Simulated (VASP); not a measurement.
Write the native input for VASP 6.6.1 that does the following.

* Task: single point
* Functional: LDA
* Potentials or basis: VASP PAW LDA potentials, release 64 (Ca_sv, F)
* Cutoff: 600 eV
* k mesh: 6 × 6 × 6
* Occupations: gaussian, width 0.01 eV
* Spin: no spin polarisation
* Dipole correction: no
* Further INCAR settings: ALGO = Normal; EDIFF = 1e-06; NBANDS = 19

The structure of CaF2 (Fluorite) lies in POSCAR:

```
CaF2
1.0
    0.0000000000      2.7310000000      2.7310000000
    2.7310000000      0.0000000000      2.7310000000
    2.7310000000      2.7310000000      0.0000000000
Ca F
1 2
Direct
    0.0000000000      0.0000000000      0.0000000000
    0.2500000000      0.2500000000      0.2500000000
    0.7500000000      0.7500000000      0.7500000000
```

These files were run (other wordings do the same):

INCAR

```
SYSTEM = CaF2
PREC     = Accurate       ! precision mode
ENCUT    = 600            ! plane-wave cutoff, eV
EDIFF    = 1E-6           ! SCF threshold, eV
ISMEAR   = 0              ! smearing method
SIGMA    = 0.01           ! smearing width, eV
LREAL    = .FALSE.        ! projectors in reciprocal space
LASPH    = .TRUE.         ! aspherical terms in the spheres
NELM     = 120            ! most SCF steps
ALGO     = Normal         ! electronic algorithm
ISIF     = 2              ! what is computed and relaxed
LWAVE    = .FALSE.        ! write WAVECAR
LCHARG   = .FALSE.        ! write CHGCAR
NBANDS   = 19             ! bands
GGA_COMPAT= .FALSE.
```

KPOINTS

```
Automatic mesh
0
G
  6 6 6
  0 0 0
```

Potentials or basis: VASP PAW LDA potentials, release 64 (Ca_sv, F).

Run with:

```bash
$ cat potpaw_LDA.64/Ca_sv/POTCAR potpaw_LDA.64/F/POTCAR > POTCAR
$ mpirun -np 1 vasp_std > vasp.out
```

Results of the run:

* Pressure: -6.2 GPa
* Band gap on the k mesh: 6.91 eV, indirect (least direct gap 7.17 eV)

Wall time 10 s on 1 thread of Intel(R) Xeon(R) Platinum 8488C (Sapphire Rapids), on a shared host, peak memory 0.16 GiB.
